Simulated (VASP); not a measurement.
# PtSe2 (P-3m1) in VASP: notebook

Aim: see how the results for PtSe2 move with the level of theory and the settings. Levels: PBEsol, PBE+D3(BJ), PBE. Tasks: single point.

All numbers are computed with VASP 6.6.1; they aren't measurements. Logs are shortened: lines on timing, memory, paths and dates and some standing lists are left out, and cuts for length are marked.

## (1) The cell of the first run

It takes space group P-3m1 (No. 164, trigonal). Conventional cell: a = 3.757 Å, b = 3.757 Å, c = 4.878 Å, α = 90.00°, β = 90.00°, γ = 120.00°. Within 3.3 Å of Pt (site symmetry -3m) lie 6 Se at 2.51 Å. Within 3.4 Å of Se (site symmetry 3m) lie 3 Pt at 2.51 Å and 6 Se at 3.19 to 3.34 Å.

## (2) Single point, PBEsol

The input, INCAR:

```
  ALGO = Normal
  EDIFF = 1E-6
  ENCUT = 520
  GGA = PS
  ISIF = 2
  ISMEAR = 1
  LASPH = T
  LCHARG = F
  LREAL = F
  LWAVE = F
  NBANDS = 18
  NELM = 100
  PREC = Accurate
  SIGMA = 0.05
```

The input, KPOINTS:

```
k-points
0
Gamma
  9 9 6
```

The input, POSCAR:

```
PtSe2
1.0
    3.7571779633      0.0000000000      0.0000000000
   -1.8785889817      3.2538115628      0.0000000000
    0.0000000000      0.0000000000      4.8777734449
Pt Se
1 2
Direct
    0.0000000000      0.0000000000      0.0000000000
    0.3333333333      0.6666666667      0.2605065133
    0.6666666667      0.3333333333      0.7394934867
```

Potentials or basis: VASP PAW PBE potentials, release 64 (Pt, Se).

Command:

```console
cat potpaw_PBE.64/Pt/POTCAR potpaw_PBE.64/Se/POTCAR > POTCAR
mpirun -np 1 vasp_std > vasp.out
```

OUTCAR:

```text
EDIFF = 1E-6
   ENCUT = 520
   GGA = PS
   ISIF = 2
   ISMEAR = 1
   LASPH = T
   LREAL = F
   NELM = 100
   PREC = Accurate

 ion  position               nearest neighbor table
   1  0.000  0.000  0.000-   2 2.51   3 2.51   3 2.51   2 2.51   3 2.51   2 2.51
   2  0.333  0.667  0.261-   1 2.51   1 2.51   1 2.51
   3  0.667  0.333  0.739-   1 2.51   1 2.51   1 2.51

  LATTYP: Found a hexagonal cell.
 ALAT       =     3.7571779633
 C/A-ratio  =     1.2982545657

  Lattice vectors:

 A1 = (   3.7571779633,   0.0000000000,   0.0000000000)
 A2 = (  -1.8785889817,   3.2538115628,   0.0000000000)
 A3 = (   0.0000000000,   0.0000000000,   4.8777734449)

Analysis of symmetry for initial positions (statically):
=====================================================================
 Subroutine PRICEL returns:
 Original cell was already a primitive cell.

 Routine SETGRP: Setting up the symmetry group for a
 hexagonal supercell.

 Subroutine GETGRP returns: Found 12 space group operations
 (whereof 12 operations were pure point group operations)
 out of a pool of 24 trial point group operations.

The static configuration has the point symmetry D_3d.

Analysis of symmetry for dynamics (positions and initial velocities):
=====================================================================
 Subroutine PRICEL returns:
 Original cell was already a primitive cell.

 Routine SETGRP: Setting up the symmetry group for a
 hexagonal supercell.

 Subroutine GETGRP returns: Found 12 space group operations
 (whereof 12 operations were pure point group operations)
 out of a pool of 24 trial point group operations.

The dynamic configuration has the point symmetry D_3d.

 Subroutine INISYM returns: Found 12 space group operations
 (whereof 12 operations are pure point group operations),
 and found     1 'primitive' translations

----------------------------------------------------------------------------------------

                                     Primitive cell

  volume of cell :      59.6315

  direct lattice vectors                    reciprocal lattice vectors
     3.757177963  0.000000000  0.000000000     0.266157209  0.153665936  0.000000000
    -1.878588982  3.253811563  0.000000000     0.000000000  0.307331872  0.000000000
     0.000000000  0.000000000  4.877773445     0.000000000  0.000000000  0.205011572
[... 78 lines left out ...]
   ISTART =      0    job   : 0-new  1-cont  2-samecut
   ICHARG =      2    charge: 1-file 2-atom 10-const
   ISPIN  =      1    spin polarized calculation?
   LNONCOLLINEAR =      F non collinear calculations
   LSORBIT =      F    spin-orbit coupling
   LASPH  =      T    aspherical Exc in radial PAW
   ENCUT  =  520.0 eV  38.22 Ry    6.18 a.u.   6.99  6.99  9.07*2*pi/ulx,y,z
   NELM   =    100;   NELMIN=  2; NELMDL= -5     # of ELM steps
   EDIFF  = 0.1E-05   stopping-criterion for ELM
   LREAL  =      F    real-space projection
   EDIFFG = 0.1E-04   stopping-criterion for IOM
   NSW    =      0    number of steps for IOM
   IBRION =     -1    ionic relax: 0-MD 1-quasi-New 2-CG
   NFREE  =      0    steps in history (QN), initial steepest desc. (CG)
   ISIF   =      2    stress and relaxation
   ISYM   =      2    0-nonsym 1-usesym 2-fastsym
   POTIM  = 0.5000    time-step for ionic-motion
   TEBEG  =    0.0;   TEEND  =   0.0 temperature during run
   PSTRESS=    0.0 pullay stress
   NELECT =      22.0000    total number of electrons
   NUPDOWN=      -1.0000    fix difference up-down
   EMIN   =  10.00;   EMAX   =-10.00  energy-range for DOS
   EFERMI =   0.00;   METHOD = LEGACY
   ISMEAR =     1;   SIGMA  =   0.05  broadening in eV -4-tet -1-fermi 0-gaus
   EFERMI_NEDOS =   21; number of points for ismear=-14 and -15
   IALGO  =     38    algorithm
   IMIX   =      4    mixing-type and parameters
     AMIX     =   0.40;   BMIX     =  1.00
     AMIX_MAG =   1.60;   BMIX_MAG =  1.00
  volume/ion in A,a.u.               =      19.88       134.14
  Fermi-wavevector in a.u.,A,eV,Ry     =   1.174151  2.218823 18.757394  1.378630
  Thomas-Fermi vector in A             =   2.310552
   LORBIT       =      0    0 simple, 1 ext, 2 COOP (PROOUT), +10 PAW based schemes
   GGA     = PS    functional components
   LHFCALC =     F    Hartree Fock is set to
   AEXX    =    0.0000 exact exchange contribution
   IVDW    =     0    specifies the selected vdW correction
   LEPSILON=     F    determine dielectric tensor
   LRPA    =     F    only Hartree local field effects (RPA)
 non-spin polarized calculation
 Methfessel and Paxton  Order N= 1 SIGMA  =   0.05
  energy-cutoff  :      520.00
  volume of cell :       59.63
 maximum number of plane-waves:      1632
   NGX = 13   NGY = 13   NGZ = 19

 number of electron      21.9999997 magnetization

 Free energy of the ion-electron system (eV)
  ---------------------------------------------------
  ext. energy  EPLUGINS =         0.00000000
  ---------------------------------------------------
  free energy    TOTEN  =       -15.90478058 eV

  energy without entropy =      -15.90473373  energy(sigma->0) =      -15.90476497

 E-fermi :   6.5707     XC(G=0): -10.9510

 val. band max:        6.5357235266   @ k =   0.0000   0.0000   0.1667
 cond. band min:       6.5860046598   @ k =   0.0000   0.3333   0.3333
 fundamental gap:      0.0502811332
 Fermi energy:         6.5706706414

 k-point     1 :       0.0000    0.0000    0.0000
  band No.  band energies     occupation
      1      -9.1574      2.00000
      2      -6.1018      2.00000
      3      -0.6320      2.00000
      4       0.2044      2.00000
      5       0.2044      2.00000
      6       2.6793      2.00000
[... 481 lines left out ...]
      5       0.8906      2.00000
      6       1.4874      2.00000
[... 10 lines left out ...]
     17      14.4236      0.00000
     18      16.2530      0.00000

 [... further k-points ...]
[... 5 lines left out ...]
  --------------------------------------------------------------------------------------
  -------------------------------------------------------------------------------------
  Total        0.0413365      0.0413365      0.0168231     -0.0000000      0.0000000      0.0000000
  in kB        1.1106274      1.1106274      0.4520034     -0.0000000      0.0000000      0.0000000
  external PRESSURE =       0.8910861 kB  Pullay stress =       0.0000000 kB

 VOLUME and BASIS-vectors are now :
 -----------------------------------------------------------------------------
  energy-cutoff  :      520.00
  volume of cell :       59.63
      direct lattice vectors                 reciprocal lattice vectors
     3.757177963  0.000000000  0.000000000     0.266157209  0.153665936  0.000000000
    -1.878588982  3.253811563  0.000000000     0.000000000  0.307331872  0.000000000
     0.000000000  0.000000000  4.877773445     0.000000000  0.000000000  0.205011572

 POSITION                                       TOTAL-FORCE (eV/Angst)
 -----------------------------------------------------------------------------------
      0.00000      0.00000      0.00000         0.000000      0.000000      0.000000
     -0.00000      2.16921      1.27069         0.000000     -0.000000      0.015887
      1.87859      1.08460      3.60708        -0.000000      0.000000     -0.015887
 -----------------------------------------------------------------------------------
    total drift:                               -0.000000     -0.000000     -0.000000

  FREE ENERGIE OF THE ION-ELECTRON SYSTEM (eV)
  ---------------------------------------------------
  free  energy   TOTEN  =       -15.9047805834 eV

  energy  without entropy=      -15.9047337301  energy(sigma->0) =      -15.90476497
```

stdout:

```text
POSCAR found type information on POSCAR PtSe
 POSCAR found :  2 types and       3 ions
 scaLAPACK will be used
 -----------------------------------------------------------------------------
|                                                                             |
|                                                                             |
|     You enforced a specific xc type in the INCAR file but a different       |
|     I HOPE YOU KNOW WHAT YOU ARE DOING!                                     |
|                                                                             |
 -----------------------------------------------------------------------------

 LDA part: xc-table for (Slater+PW92), standard interpolation
 POSCAR, INCAR and KPOINTS ok, starting setup
 FFT: planning ... GRIDC
 FFT: planning ... GRID_SOFT
 FFT: planning ... GRID
 WAVECAR not read
 entering main loop
```

Wall time 63 s (1 thread of Intel Xeon 8259CL, shared host); peak memory 0.22 GiB.

Results:

```yaml
Free_energy: -15.9048 eV
Pressure: 0.1 GPa
Largest_force: 0.016 eV/Å
Band_gap_on_the_k_mesh: zero (bands 11 and 12 overlap by 0.77 eV)
```

Forces in eV/Å, atoms in the order of the input:
```
Pt   0.000  0.000  0.000
Se   0.000  0.000  0.016
Se   0.000  0.000 -0.016
```

Caveat: the PAW data sets were made with another functional, which shifts forces and pressure a little; spin-orbit coupling is left out, which moves the levels of the heavy elements.

## (3) Single point, PBE+D3(BJ)

This run uses another cell than the first one, of 19.82 Å³/atom.

The input, INCAR:

```
  ALGO = Normal
  EDIFF = 1E-7
  ENCUT = 520
  GGA = PE
  ISIF = 2
  ISMEAR = 1
  IVDW = 12
  LASPH = True
  LCHARG = False
  LREAL = False
  LWAVE = False
  NBANDS = 18
  NELM = 60
  PREC = Accurate
  SIGMA = 0.05
```

KPOINTS is that of step 2.

The input, POSCAR:

```
PtSe2
1.0
    3.7694447023      0.0000000000      0.0000000000
   -1.8847223511      3.2644348703      0.0000000000
    0.0000000000      0.0000000000      4.8309783259
Pt Se
1 2
Direct
    0.0000000000      0.0000000000      0.0000000000
    0.3333333333      0.6666666667      0.2653888219
    0.6666666667      0.3333333333      0.7346111781
```

Potentials or basis: VASP PAW PBE potentials, release 64 (Pt, Se).

Command:

```console
cat potpaw_PBE.64/Pt/POTCAR potpaw_PBE.64/Se/POTCAR > POTCAR
mpirun -np 1 vasp_std > vasp.out
```

OUTCAR:

```text
EDIFF = 1E-7
   ENCUT = 520
   GGA = PE
   ISIF = 2
   ISMEAR = 1
   IVDW = 12
   LASPH = True
   LREAL = False
   NELM = 60
   PREC = Accurate
 IVDW          = 12

 ion  position               nearest neighbor table
   1  0.000  0.000  0.000-   2 2.53   3 2.53   2 2.53   3 2.53   3 2.53   2 2.53
   2  0.333  0.667  0.265-   1 2.53   1 2.53   1 2.53
   3  0.667  0.333  0.735-   1 2.53   1 2.53   1 2.53

  LATTYP: Found a hexagonal cell.
[... 699 lines left out ...]

 Edisp (eV)   -1.46905

 E8    (eV) :    -0.6312

  FORCE on cell =-STRESS in cart. coord.  units (eV):
  Direction    XX          YY          ZZ          XY          YZ          ZX
  --------------------------------------------------------------------------------------
  -------------------------------------------------------------------------------------
  Total      -0.00913    -0.00913    -0.01892    -0.00000    -0.00000    -0.00000
  in kB      -0.24603    -0.24603    -0.50985    -0.00000    -0.00000    -0.00000
  external pressure =       -0.33 kB  Pullay stress =        0.00 kB

 VOLUME and BASIS-vectors are now :
 -----------------------------------------------------------------------------
  energy-cutoff  :      520.00
  volume of cell :       59.45
      direct lattice vectors                 reciprocal lattice vectors
     3.769444702  0.000000000  0.000000000     0.265291065  0.153165868  0.000000000
    -1.884722351  3.264434870  0.000000000     0.000000000  0.306331736  0.000000000
     0.000000000  0.000000000  4.830978326     0.000000000  0.000000000  0.206997410

 POSITION                                       TOTAL-FORCE (eV/Angst)
 -----------------------------------------------------------------------------------
      0.00000      0.00000      0.00000        -0.000000      0.000000      0.000000
     -0.00000      2.17629      1.28209        -0.000000      0.000000      0.008056
      1.88472      1.08814      3.54889         0.000000     -0.000000     -0.008056
 -----------------------------------------------------------------------------------
    total drift:                               -0.000000      0.000000      0.000000

  FREE ENERGIE OF THE ION-ELECTRON SYSTEM (eV)
  ---------------------------------------------------
  free  energy   TOTEN  =       -15.6655779480 eV

  energy  without entropy=      -15.6653630939  energy(sigma->0) =      -15.66550633
```

It took 85 s on 1 thread of Intel Xeon 8259CL, shared host; peak memory 0.23 GiB.

Results:

```yaml
Free_energy: -15.6656 eV
Pressure: 0.0 GPa
Largest_force: 0.008 eV/Å
Band_gap_on_the_k_mesh: zero (bands 11 and 12 overlap by 0.81 eV)
Dispersion_energy_per_atom: -0.490 eV
```

Forces in eV/Å, atoms in the order of the input:
```
Pt   0.000  0.000  0.000
Se   0.000  0.000  0.008
Se   0.000  0.000 -0.008
```

Caveat: spin-orbit coupling is left out, which moves the levels of the heavy elements.

(Part 1 of 2 ends here.)

The gap in the log of VASP goes by the Fermi energy; the results here count the filled bands.